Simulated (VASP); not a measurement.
## CsLiCr2Te2S3: single point with PBEsol+D3(BJ)

CsLiCr2Te2S3:

```xyz
9
Lattice="3.5207 0.0000 0.0000 -1.7604 3.0491 0.0000 0.0000 0.0000 17.6199" Properties=species:S:1:pos:R:3 pbc="T T T"
Cs    0.0000    0.0000    6.8427
Li    1.7604    1.0164    0.3637
Cr    0.0000    0.0000   14.9802
Cr    0.0000    2.0327    3.0624
Te    0.0000    2.0327    9.8867
Te    1.7604    1.0164   13.0863
S     0.0000    0.0000    1.7767
S     0.0000    2.0327   16.1959
S     1.7604    1.0164    4.2850
```

```json
{
  "Program": "VASP 6.6.1",
  "Task": "single point",
  "Functional": "PBEsol",
  "Dispersion": "D3(BJ)",
  "Potentials or basis": "VASP PAW PBE potentials, release 64 (Cs_sv, Li_sv, Cr_pv, Te, S)",
  "Cutoff": "520 eV",
  "k mesh": "6 × 6 × 1",
  "Occupations": "fermi-dirac, width 0.05 eV",
  "Spin": "collinear spin, ferromagnetic start",
  "Starting moments": "[0.0, 0.0, 3.0, 3.0, 0.0, 0.0, 0.0, 0.0, 0.0] μB"
}
```

* Largest force: 0.105 eV/Å
* Net moment: 5.85 μB per cell
* Site moments: Cs -0.00; Li -0.00; Cr +2.82, +2.84; Te +0.06, -0.12; S -0.04, -0.07, -0.06 μB
* Valence electrons inside the program's atomic spheres: Cs 6.62; Li 2.06; Cr 10.66, 10.70; Te 3.26, 3.35; S 3.76, 3.72, 3.74
* Dispersion energy per atom: -0.365 eV

Forces in eV/Å, atoms in the order of the input:
```
Cs   0.000  0.000  0.005
Li   0.000  0.000 -0.052
Cr   0.000  0.000 -0.024
Cr   0.000  0.000 -0.003
Te   0.000  0.000  0.025
Te   0.000  0.000  0.105
S    0.000  0.000 -0.006
S    0.000  0.000 -0.032
S    0.000  0.000 -0.017
```

Levels at points of the mesh, in eV from the Fermi level:
Spin up:
```csv
k point,band 32,band 33,band 34,band 35,band 36,band 37,band 38,band 39,band 40,band 41
"(0.00, 0.00, 0.00)",-1.02,-0.48,0.59,0.59,1.28,1.57,1.57,2.08,2.08,2.69
"(0.50, 0.00, 0.00)",-1.32,-1.31,-1.15,-0.82,-0.73,0.30,0.60,1.21,1.30,1.36
```
Spin down:
| k point | band 27 | band 28 | band 29 | band 30 | band 31 | band 32 | band 33 | band 34 |
| --- | --- | --- | --- | --- | --- | --- | --- | --- |
| (0.00, 0.00, 0.00) | -0.85 | 0.54 | 0.54 | 0.90 | 0.90 | 1.02 | 1.16 | 1.16 |
| (0.50, 0.00, 0.00) | -2.95 | -2.30 | -1.09 | -0.80 | -0.02 | 0.43 | 0.51 | 0.87 |

It took 7.8 min on 1 thread of AMD EPYC 7R43 64-Core Processor (Zen 3) (shared host), peak memory 0.42 GiB.

Caveat: the PAW data sets were made with another functional, which shifts forces and pressure a little; spin-orbit coupling is left out, which moves the levels of the heavy elements; only a ferromagnetic start was run, and an antiferromagnetic order may lie lower in energy. With open d or f shells a metallic result of PBEsol can be an artefact of self-interaction; +U or a hybrid may open a gap.
